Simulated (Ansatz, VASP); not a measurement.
# KCl in VASP and in Ansatz

```
CELL_PARAMETERS angstrom
3.91449 0.00000 0.00000
0.00000 3.91449 0.00000
0.00000 0.00000 3.91449
ATOMIC_POSITIONS crystal
K 0.00000 0.00000 0.00000
Cl 0.50000 0.50000 0.50000
```

Change from the starting cell: volume scaled by 1.06.

Alike in both runs: task single point; functional LDA; k mesh 7 × 7 × 7; occupations fermi-dirac, width 0.05 eV; no spin polarisation.

```csv
,VASP,Ansatz
version,VASP 6.6.1,Ansatz 0.2.0
potentials or method,"VASP PAW LDA potentials, release 64 (K_sv, Cl), cutoff 520 eV","all-electron LAPW, scalar-relativistic"
```

Ansatz gave:

| Item | Value |
| --- | --- |
| gap on the k mesh at the Fermi level (eV) | 4.16 |
| least direct gap on the mesh (eV) | 4.34 |
| pressure (GPa) | -3.7 |

**Question.** Estimate VASP's values.

**Answer.** gap on the k mesh at the Fermi level (eV): 4.17; least direct gap on the mesh (eV): 4.35; pressure (GPa): -3.7.

LDA's correlation is that of Perdew and Zunger in VASP and of Perdew and Wang (1992) in Ansatz. Ansatz ran all-electron here, and VASP with PAW potentials.
